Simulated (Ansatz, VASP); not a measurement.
# One calculation of C, two programs

```xyz
12
Lattice="5.0349 0.0000 0.0000 0.0000 5.0349 0.0000 0.0000 0.0000 3.8885" Properties=species:S:1:pos:R:3 pbc="T T T"
C     4.8064    3.2096    1.9442
C     0.2285    1.8253    1.9442
C     1.8253    4.8064    1.9442
C     3.2096    0.2285    1.9442
C     1.0247    4.9066    0.7302
C     4.0103    0.1283    0.7302
C     0.1283    1.0247    0.7302
C     4.9066    4.0103    0.7302
C     4.0103    0.1283    3.1583
C     1.0247    4.9066    3.1583
C     4.9066    4.0103    3.1583
C     0.1283    1.0247    3.1583
```

Alike in both runs: task single point; functional PBE; k mesh 4 × 4 × 4; occupations gaussian, width 0.1 eV; no spin polarisation.

```csv
,VASP,Ansatz
version,VASP 6.6.1,Ansatz 0.2.0
potentials or method,"VASP PAW PBE potentials, release 64 (C), cutoff 520 eV","scalar-relativistic, plane waves, PAW"
valence electrons in the cell,48,48
```

Ansatz gave:

```
gap on the k mesh at the Fermi level (eV) : 1.21
least direct gap on the mesh (eV)         : 2.32
rms of the force components (eV/Å)        : 3.588
```

**Question.** What did VASP give for the same quantities?

**Answer.** gap on the k mesh at the Fermi level (eV): 1.21; least direct gap on the mesh (eV): 2.32; rms of the force components (eV/Å): 3.626.

Atom by atom the forces differ by 0.053 eV/Å (rms over components). With one functional, cell and mesh, what is left measures potentials, basis and numerics.
